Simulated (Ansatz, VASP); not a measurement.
One calculation of Ir, two programs

```
CELL_PARAMETERS angstrom
2.71083 0.00000 0.00000
-1.35542 2.34765 0.00000
0.00000 0.00000 8.85564
ATOMIC_POSITIONS crystal
Ir 0.00000 0.00000 0.00000
Ir 0.00000 0.00000 0.50000
Ir 0.33333 0.66667 0.25000
Ir 0.66667 0.33333 0.75000
```

Alike in both runs: task single point; functional PBEsol; k mesh 15 × 15 × 4; occupations fermi-dirac, width 0.1 eV; no spin polarisation.

```csv
,VASP,Ansatz
version,VASP 6.6.1,Ansatz 0.2.0
potentials or method,"VASP PAW PBE potentials, release 64 (Ir), cutoff 520 eV","plane waves (420 eV) with PAW, scalar-relativistic"
valence electrons in the cell,36,68
```

|  | VASP | Ansatz | Ansatz less VASP |
| --- | --- | --- | --- |
| pressure (GPa) | 0.8 | -0.2 | -0.95 |

VASP's potentials were made for PBE, not for PBEsol, and Ansatz warns of the same on its side. VASP's potentials hold 36 valence electrons a cell and Ansatz's 68, so a difference there can come from the potentials and not from the codes.

Spin-orbit coupling is off throughout.
